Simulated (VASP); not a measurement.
# BiMoP3 (P6_3/mmc) in VASP: single point with r2SCAN+rVV10

Aim: the single point of BiMoP3 with r2SCAN+rVV10.

Program: VASP 6.6.1. These are calculated values, not measurements. Logs are shortened: lines on timing, memory, paths and dates and some standing lists are left out, and cuts for length are marked.

## Step 1: The cell of the first run

It takes space group P6_3/mmc (No. 194, hexagonal). Conventional cell: a = 5.771 Å, b = 5.771 Å, c = 6.278 Å, α = 90.00°, β = 90.00°, γ = 120.00°. Bi (site symmetry -6m2) has 12 P at 2.90 to 3.44 Å and 6 Mo at 3.68 Å within 3.8 Å. Mo (site symmetry -3m) has 6 P at 2.49 Å and 2 Mo at 3.14 Å within 3.3 Å. Within 3.2 Å of P (site symmetry mm2) lie 2 P at 2.42 Å and 2 Mo at 2.49 Å and 2 Bi at 2.90 Å.

## Step 2: Single point, r2SCAN+rVV10

Input file POSCAR:

```
BiMoP3
1.0
    5.7710402168      0.0000000000      0.0000000000
   -2.8855201084      4.9978674340      0.0000000000
    0.0000000000      0.0000000000      6.2775904818
Bi Mo P
2 2 6
Direct
    0.6666666667      0.3333333333      0.2500000000
    0.3333333333      0.6666666667      0.7500000000
    0.0000000000      0.0000000000      0.5000000000
    0.0000000000      0.0000000000      0.0000000000
    0.3872134194      0.1936067097      0.7500000000
    0.6127865806      0.8063932903      0.2500000000
    0.8063932903      0.1936067097      0.7500000000
    0.1936067097      0.8063932903      0.2500000000
    0.8063932903      0.6127865806      0.7500000000
    0.1936067097      0.3872134194      0.2500000000
```

Input file INCAR.step1:

```
SYSTEM = BiMoP3
ALGO     = Normal         ! electronic algorithm
EDIFF    = 1E-4           ! SCF threshold, eV
ENCUT    = 520            ! plane-wave cutoff, eV
GGA      = PE             ! functional
ISMEAR   = -1             ! smearing method
LASPH    = .TRUE.         ! aspherical terms in the spheres
LCHARG   = .FALSE.        ! write CHGCAR
LREAL    = .FALSE.        ! projectors in reciprocal space
LWAVE    = .TRUE.         ! write WAVECAR
NBANDS   = 55             ! bands
NELM     = 100            ! most SCF steps
PREC     = Accurate       ! precision mode
SIGMA    = 0.03           ! smearing width, eV
```

Input file INCAR.step2:

```
SYSTEM = BiMoP3
ALGO     = Normal         ! electronic algorithm
BPARAM   = 11.95        
CPARAM   = 0.0093       
EDIFF    = 1E-6           ! SCF threshold, eV
ENCUT    = 520            ! plane-wave cutoff, eV
ISIF     = 2              ! what is computed and relaxed
ISMEAR   = -1             ! smearing method
ISTART   = 1            
IVDW_NL  = 2            
LASPH    = .TRUE.         ! aspherical terms in the spheres
LCHARG   = .FALSE.        ! write CHGCAR
LMIXTAU  = .TRUE.       
LREAL    = .FALSE.        ! projectors in reciprocal space
LUSE_VDW = .TRUE.       
LWAVE    = .FALSE.        ! write WAVECAR
METAGGA  = R2SCAN         ! meta-GGA
NBANDS   = 55             ! bands
NELM     = 100            ! most SCF steps
PREC     = Accurate       ! precision mode
SIGMA    = 0.03           ! smearing width, eV
```

Input file KPOINTS:

```
k-points
0
G
  6 6 4
  0 0 0
```

Potentials or basis: VASP PAW PBE potentials, release 64 (Bi_d, Mo_sv, P).

Started as:

```sh
$ cat potpaw_PBE.64/Bi_d/POTCAR potpaw_PBE.64/Mo_sv/POTCAR potpaw_PBE.64/P/POTCAR > POTCAR
$ cp INCAR.step1 INCAR
$ mpirun -np 1 vasp_std > vasp.out
$ cp INCAR.step2 INCAR
$ mpirun -np 1 vasp_std > vasp.out
```

OUTCAR:

```text
SYSTEM = BiMoP3
   BPARAM = 11.95
   EDIFF = 1E-6
   ENCUT = 520
   ISIF = 2
   ISMEAR = -1
   ISTART = 1
   IVDW_NL = 2
   LASPH = .TRUE.
   LREAL = .FALSE.
   METAGGA = R2SCAN
   NELM = 100
   PREC = Accurate

 ion  position               nearest neighbor table
   1  0.667  0.333  0.250-   6 2.90  10 2.90   8 2.90   8 2.90   6 2.90  10 2.90   7 3.44   7 3.44
                             9 3.44   9 3.44   5 3.44   5 3.44   3 3.68   4 3.68   3 3.68   4 3.68
   2  0.333  0.667  0.750-   5 2.90   9 2.90   7 2.90   7 2.90   5 2.90   9 2.90   8 3.44   8 3.44
                            10 3.44  10 3.44   6 3.44   6 3.44   3 3.68   4 3.68   3 3.68   4 3.68
   3  0.000  0.000  0.500-   9 2.49  10 2.49   7 2.49   8 2.49   5 2.49   6 2.49   4 3.14   4 3.14
                             1 3.68   2 3.68   2 3.68   1 3.68   1 3.68   2 3.68
   4  0.000  0.000  0.000-   9 2.49  10 2.49   7 2.49   8 2.49   5 2.49   6 2.49   3 3.14   3 3.14
                             1 3.68   2 3.68   2 3.68   1 3.68   1 3.68   2 3.68
   5  0.387  0.194  0.750-   9 2.42   7 2.42   3 2.49   4 2.49   2 2.90   2 2.90   1 3.44   1 3.44

   6  0.613  0.806  0.250-  10 2.42   8 2.42   3 2.49   4 2.49   1 2.90   1 2.90   2 3.44   2 3.44

   7  0.806  0.194  0.750-   9 2.42   5 2.42   3 2.49   4 2.49   2 2.90   2 2.90   1 3.44   1 3.44

   8  0.194  0.806  0.250-  10 2.42   6 2.42   3 2.49   4 2.49   1 2.90   1 2.90   2 3.44   2 3.44

   9  0.806  0.613  0.750-   5 2.42   7 2.42   3 2.49   4 2.49   2 2.90   2 2.90   1 3.44   1 3.44

  10  0.194  0.387  0.250-   6 2.42   8 2.42   3 2.49   4 2.49   1 2.90   1 2.90   2 3.44   2 3.44

  LATTYP: Found a hexagonal cell.
 ALAT       =     5.7710402168
 C/A-ratio  =     1.0877745165

  Lattice vectors:

 A1 = (   5.7710402168,   0.0000000000,   0.0000000000)
 A2 = (  -2.8855201084,   4.9978674340,   0.0000000000)
 A3 = (   0.0000000000,   0.0000000000,   6.2775904818)

Analysis of symmetry for initial positions (statically):
=====================================================================
 Subroutine PRICEL returns:
 Original cell was already a primitive cell.

 Routine SETGRP: Setting up the symmetry group for a
 hexagonal supercell.

 Subroutine GETGRP returns: Found 24 space group operations
 (whereof 12 operations were pure point group operations)
 out of a pool of 24 trial point group operations.

The static configuration has the point symmetry D_3d.
 The point group associated with its full space group is D_6h.

Analysis of symmetry for dynamics (positions and initial velocities):
=====================================================================
 Subroutine PRICEL returns:
 Original cell was already a primitive cell.

 Routine SETGRP: Setting up the symmetry group for a
 hexagonal supercell.

 Subroutine GETGRP returns: Found 24 space group operations
 (whereof 12 operations were pure point group operations)
 out of a pool of 24 trial point group operations.

The dynamic configuration has the point symmetry D_3d.
 The point group associated with its full space group is D_6h.

 Subroutine INISYM returns: Found 24 space group operations
 (whereof 12 operations are pure point group operations),
 and found     1 'primitive' translations

----------------------------------------------------------------------------------------

                                     Primitive cell

  volume of cell :     181.0639

  direct lattice vectors                    reciprocal lattice vectors
     5.771040217  0.000000000  0.000000000     0.173278987  0.100042670  0.000000000
    -2.885520108  4.997867434  0.000000000     0.000000000  0.200085339  0.000000000
     0.000000000  0.000000000  6.277590482     0.000000000  0.000000000  0.159296788

  length of vectors
     5.771040217  5.771040217  6.277590482     0.200085339  0.200085339  0.159296788

  position of ions in fractional coordinates (direct lattice)
     0.666666667  0.333333333  0.250000000
     0.333333333  0.666666667  0.750000000
     0.000000000  0.000000000  0.500000000
     0.000000000  0.000000000  0.000000000
     0.387213419  0.193606710  0.750000000
     0.612786581  0.806393290  0.250000000
     0.806393290  0.193606710  0.750000000
     0.193606710  0.806393290  0.250000000
     0.806393290  0.612786581  0.750000000
     0.193606710  0.387213419  0.250000000

  ion indices of the primitive-cell ions
   primitive index   ion index
                 1           1
                 2           2
                 3           3
                 4           4
                 5           5
                 6           6
                 7           7
                 8           8
                 9           9
                10          10

----------------------------------------------------------------------------------------

 KPOINTS: k-points

Automatic generation of k-mesh.
 Grid dimensions read from file:
 generate k-points for:    6    6    4

 Generating k-lattice:

  Cartesian coordinates                     Fractional coordinates (reciprocal lattice)
     0.028879831  0.016673778  0.000000000     0.166666667  0.000000000  0.000000000
     0.000000000  0.033347557  0.000000000     0.000000000  0.166666667  0.000000000
     0.000000000  0.000000000  0.039824197     0.000000000  0.000000000  0.250000000

  Length of vectors
     0.033347557  0.033347557  0.039824197

  Shift w.r.t. Gamma in fractional coordinates (k-lattice)
     0.000000000  0.000000000  0.000000000

 Subroutine IBZKPT returns following result:
 ===========================================

 Found     21 irreducible k-points:

 Following reciprocal coordinates:
            Coordinates               Weight
  0.000000  0.000000  0.000000      1.000000
  0.166667  0.000000  0.000000      6.000000
  0.333333  0.000000  0.000000      6.000000
  0.500000  0.000000  0.000000      3.000000
  0.166667  0.166667  0.000000      6.000000
  0.333333  0.166667  0.000000     12.000000
[... 13 lines left out ...]
  0.333333  0.166667  0.500000     12.000000
  0.333333  0.333333  0.500000      2.000000
   k-points           NKPTS =     21   k-points in BZ     NKDIM =     21   number of bands    NBANDS=     55
   number of dos      NEDOS =    301   number of ions     NIONS =     10
   total plane-waves  NPLWV = 110592
   dimension x,y,z NGX =    48 NGY =   48 NGZ =   48
   dimension x,y,z NGXF=    96 NGYF=   96 NGZF=   96
   ions per type =               2   2   6
   NGX,Y,Z   is equivalent  to a cutoff of  13.83, 13.83, 12.71 a.u.
   NGXF,Y,Z  is equivalent  to a cutoff of  27.65, 27.65, 25.42 a.u.
 SYSTEM =  BiMoP3
   PREC   = accura    normal or accurate (medium, high low for compatibility)
   ISTART =      1    job   : 0-new  1-cont  2-samecut
   ICHARG =      0    charge: 1-file 2-atom 10-const
   ISPIN  =      1    spin polarized calculation?
   LNONCOLLINEAR =      F non collinear calculations
   LSORBIT =      F    spin-orbit coupling
   LASPH  =      T    aspherical Exc in radial PAW
   ENCUT  =  520.0 eV  38.22 Ry    6.18 a.u.  10.73 10.73 11.67*2*pi/ulx,y,z
   NELM   =    100;   NELMIN=  2; NELMDL=  0     # of ELM steps
   EDIFF  = 0.1E-05   stopping-criterion for ELM
   LREAL  =      F    real-space projection
   EDIFFG = 0.1E-04   stopping-criterion for IOM
   NSW    =      0    number of steps for IOM
   IBRION =     -1    ionic relax: 0-MD 1-quasi-New 2-CG
   NFREE  =      0    steps in history (QN), initial steepest desc. (CG)
   ISIF   =      2    stress and relaxation
   ISYM   =      2    0-nonsym 1-usesym 2-fastsym
   POTIM  = 0.5000    time-step for ionic-motion
   TEBEG  =    0.0;   TEEND  =   0.0 temperature during run
   PSTRESS=    0.0 pullay stress
   NELECT =      88.0000    total number of electrons
   NUPDOWN=      -1.0000    fix difference up-down
   EMIN   =  10.00;   EMAX   =-10.00  energy-range for DOS
   EFERMI =   0.00;   METHOD = LEGACY
   ISMEAR =    -1;   SIGMA  =   0.03  broadening in eV -4-tet -1-fermi 0-gaus
   EFERMI_NEDOS =   21; number of points for ismear=-14 and -15
   IALGO  =     38    algorithm
   IMIX   =      4    mixing-type and parameters
     AMIX     =   0.40;   BMIX     =  1.00
     AMIX_MAG =   1.60;   BMIX_MAG =  1.00
  volume/ion in A,a.u.               =      18.11       122.19
  Fermi-wavevector in a.u.,A,eV,Ry     =   1.287138  2.432338 22.541102  1.656724
  Thomas-Fermi vector in A             =   2.419170
   LORBIT       =      0    0 simple, 1 ext, 2 COOP (PROOUT), +10 PAW based schemes
   METAGGA = R2SCAN    functional components
   LHFCALC =     F    Hartree Fock is set to
   AEXX    =    0.0000 exact exchange contribution
   IVDW_NL    =     2    kernel type
   BPARAM     =11.9500
   IVDW    =     0    specifies the selected vdW correction
   LEPSILON=     F    determine dielectric tensor
   LRPA    =     F    only Hartree local field effects (RPA)
 non-spin polarized calculation
  energy-cutoff  :      520.00
  volume of cell :      181.06
 maximum number of plane-waves:      4908
 NGX is ok and might be reduce to    48
   NGX = 21   NGY = 21   NGZ = 23

 number of electron      87.9999987 magnetization

 Free energy of the ion-electron system (eV)
  ---------------------------------------------------
  ext. energy  EPLUGINS =         0.00000000
  ---------------------------------------------------
  free energy    TOTEN  =      -218.31640353 eV

  energy without entropy =     -218.30284970  energy(sigma->0) =     -218.30962662

 E-fermi :   9.5667     XC(G=0): -12.0822

 val. band max:        9.5637586278   @ k =   0.3333   0.3333   0.2500
 cond. band min:       9.5891618524   @ k =   0.3333   0.3333   0.5000
 fundamental gap:      0.0254032246
 Fermi energy:         9.5667316843

 k-point     1 :       0.0000    0.0000    0.0000
  band No.  band energies     occupation
      1     -53.3365      2.00000
      2     -53.3105      2.00000
      3     -26.9811      2.00000
      4     -26.7514      2.00000
      5     -26.7514      2.00000
      6     -26.7077      2.00000
[... 47 lines left out ...]
     54      12.7799      0.00000
[... 1159 lines left out ...]
     54      12.6347      0.00000
     55      13.1905      0.00000

------------------------ aborting loop because EDIFF is reached ----------------------------------------

  FORCE on cell =-STRESS in cart. coord.  units (eV):
  Direction    XX          YY          ZZ          XY          YZ          ZX
  --------------------------------------------------------------------------------------
  -------------------------------------------------------------------------------------
  Total        0.2456744      0.2456744      0.2654123      0.0000000      0.0000000     -0.0000000
  in kB        2.1738956      2.1738956      2.3485497      0.0000000      0.0000000     -0.0000000
  external PRESSURE =       2.2321136 kB  Pullay stress =       0.0000000 kB

 VOLUME and BASIS-vectors are now :
 -----------------------------------------------------------------------------
  energy-cutoff  :      520.00
  volume of cell :      181.06
      direct lattice vectors                 reciprocal lattice vectors
     5.771040217  0.000000000  0.000000000     0.173278987  0.100042670  0.000000000
    -2.885520108  4.997867434  0.000000000     0.000000000  0.200085339  0.000000000
     0.000000000  0.000000000  6.277590482     0.000000000  0.000000000  0.159296788

 POSITION                                       TOTAL-FORCE (eV/Angst)
 -----------------------------------------------------------------------------------
      2.88552      1.66596      1.56940         0.000000      0.000000      0.000000
     -0.00000      3.33191      4.70819         0.000000      0.000000      0.000000
      0.00000      0.00000      3.13880         0.000000      0.000000      0.000000
      0.00000      0.00000      0.00000         0.000000      0.000000      0.000000
      1.67597      0.96762      4.70819         0.012032      0.006947      0.000000
      1.20955      4.03025      1.56940        -0.012032     -0.006947      0.000000
      4.09507      0.96762      4.70819        -0.012032      0.006947      0.000000
     -1.20955      4.03025      1.56940         0.012032     -0.006947     -0.000000
      2.88552      3.06263      4.70819         0.000000     -0.013894     -0.000000
      0.00000      1.93524      1.56940         0.000000      0.013894      0.000000
 -----------------------------------------------------------------------------------
    total drift:                               -0.000000      0.000000     -0.000000

  FREE ENERGIE OF THE ION-ELECTRON SYSTEM (eV)
  ---------------------------------------------------
  free  energy   TOTEN  =      -218.3164035347 eV

  energy  without entropy=     -218.3028496975  energy(sigma->0) =     -218.30962662
```

It took 10 min on 1 thread of Intel Xeon Platinum 8488C (Sapphire Rapids), shared host; peak memory 0.85 GiB.

What came out:

| Property | Result |
| --- | --- |
| Free energy | -218.3164 eV |
| Pressure | 0.2 GPa |
| Largest force | 0.014 eV/Å |
| Band gap on the k mesh | zero (bands 44 and 45 overlap by 0.96 eV) |

Forces on the atoms (eV/Å):
```
Bi   0.000  0.000  0.000
Bi   0.000  0.000  0.000
Mo   0.000  0.000  0.000
Mo   0.000  0.000  0.000
P    0.012  0.007  0.000
P   -0.012 -0.007  0.000
P   -0.012  0.007  0.000
P    0.012 -0.007  0.000
P    0.000 -0.014  0.000
P    0.000  0.014  0.000
```

Caveat: the PAW data sets were made with another functional, which shifts forces and pressure a little; spin-orbit coupling is left out, which moves the levels of the heavy elements.
